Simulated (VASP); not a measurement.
Input of a VASP 6.6.1 run:

Contents of POSCAR:

```
N
1.0
    3.6290016496      0.0000000000      0.0000000000
   -1.8145008248      3.1428076190      0.0000000000
    0.0000000000      0.0000000000      5.8900000000
N
2
Direct
    0.2718643576      0.6216682533      0.2160441426
    0.6666666667      0.3333333333      0.7500000000
```

The input INCAR.step1:

```
ALGO = Normal
EDIFF = 1E-4
ENCUT = 520
GGA = PE
ISMEAR = 0
ISPIN = 2
LASPH = T
LCHARG = F
LREAL = F
LWAVE = T
MAGMOM = 3.2 3.2
NBANDS = 16
NELM = 150
PREC = Accurate
SIGMA = 0.05
```

File INCAR.step2:

```
ALGO = Normal
EDIFF = 1E-6
ENCUT = 520
ISIF = 2
ISMEAR = 0
ISPIN = 2
ISTART = 1
LASPH = T
LCHARG = F
LMIXTAU = T
LORBIT = 11
LREAL = F
LWAVE = F
MAGMOM = 3.2 3.2
METAGGA = R2SCAN
NBANDS = 16
NELM = 150
PREC = Accurate
SIGMA = 0.05
```

KPOINTS

```
k-points
0
Gamma
  6 6 4
```

Potentials or basis: VASP PAW PBE potentials, release 64 (N).

Run with:

```console
$ cat potpaw_PBE.64/N/POTCAR > POTCAR
$ cp INCAR.step1 INCAR
$ mpirun -np 1 vasp_std > vasp.out
$ cp INCAR.step2 INCAR
$ mpirun -np 1 vasp_std > vasp.out
```

**Question.** Predict the site moments.

**Answer.** N +1.99 μB.

**Question.** What does it give for the largest force?

**Answer.** 0.052 eV/Å.

**Question.** What does it give for the band gap on the k mesh?

**Answer.** 3.90 eV.

**Question.** Estimate the pressure.

**Answer.** 0.2 GPa.

Forces in eV/Å, atoms in the order of the input:
```
N    0.011  0.008  0.050
N   -0.011 -0.008 -0.050
```

Caveat: the cell differs from its parent crystal (atom 1 (N) moved by (-0.200, -0.200) A along [1 1 0] and z); the nearest neighbours stand farther apart than a usual bond; the PAW data sets were made with another functional, which shifts forces and pressure a little. A k mesh can miss the band edges.
